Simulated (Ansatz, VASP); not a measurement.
One calculation of AlGa2, two programs

File INCAR:

```
SYSTEM = AlGa2
PREC = Accurate ; ENCUT = 520
EDIFF = 1E-6 ; ISMEAR = 0
SIGMA = 0.1 ; LREAL = .FALSE.
LASPH = .TRUE. ; NELM = 60
ALGO = Fast ; ISIF = 2
LWAVE = .FALSE. ; LCHARG = .FALSE.
GGA = PE ; NBANDS = 22
```

Contents of KPOINTS:

```
Automatic mesh
0
G
  6 6 6
  0 0 0
```

Contents of POSCAR:

```
AlGa2
1.0
    0.0000000000      2.9465675600      2.9465675600
    2.9465675600      0.0000000000      2.9465675600
    2.9465675600      2.9465675600      0.0000000000
Al Ga
1 2
Direct
    0.0000000000      0.0000000000      0.0000000000
    0.2500000000      0.2500000000      0.2500000000
    0.7500000000      0.7500000000      0.7500000000
```

Input for Ansatz:

```yaml
crystal:
  lattice:
    - [0.0, 2.94656756, 2.94656756]
    - [2.94656756, 0.0, 2.94656756]
    - [2.94656756, 2.94656756, 0.0]
  atoms:
    - { symbol: Al, position: [0.0, 0.0, 0.0] }
    - { symbol: Ga, position: [0.25, 0.25, 0.25] }
    - { symbol: Ga, position: [0.75, 0.75, 0.75] }
basis:
  ecutwfc: 420
kpoints:
  mp_grid: { grid: [6, 6, 6] }
hamiltonian:
  xc: pbe
scf:
  occupations: { method: gaussian, width: 0.1 }
  lower_state_search: "off"
output:
  forces: true
  stress: true
  eigenvalues: true
```

Change from the starting cell: species swapped into the Ga2Pt type (Fm-3m, No. 225).

Alike in both runs: task single point; functional PBE; k mesh 6 × 6 × 6; occupations gaussian, width 0.1 eV; no spin polarisation.

```csv
,VASP,Ansatz
version,VASP 6.6.1,Ansatz 0.2.0
potentials or method,"VASP PAW PBE potentials, release 64 (Al, Ga_d), cutoff 520 eV","scalar-relativistic, plane waves, PAW"
valence electrons in the cell,29,29
```

VASP gave:

| Item | Value |
| --- | --- |
| gap on the k mesh at the Fermi level (eV) | none |
| pressure (GPa) | 12.8 |

Problem. Which values does Ansatz return?

Solution. gap on the k mesh at the Fermi level (eV): none; pressure (GPa): 12.5.

A gap of «none» marks a metal or a gap that the smearing closes. The functional is the same, so the differences come from potentials, cutoffs and numerics.
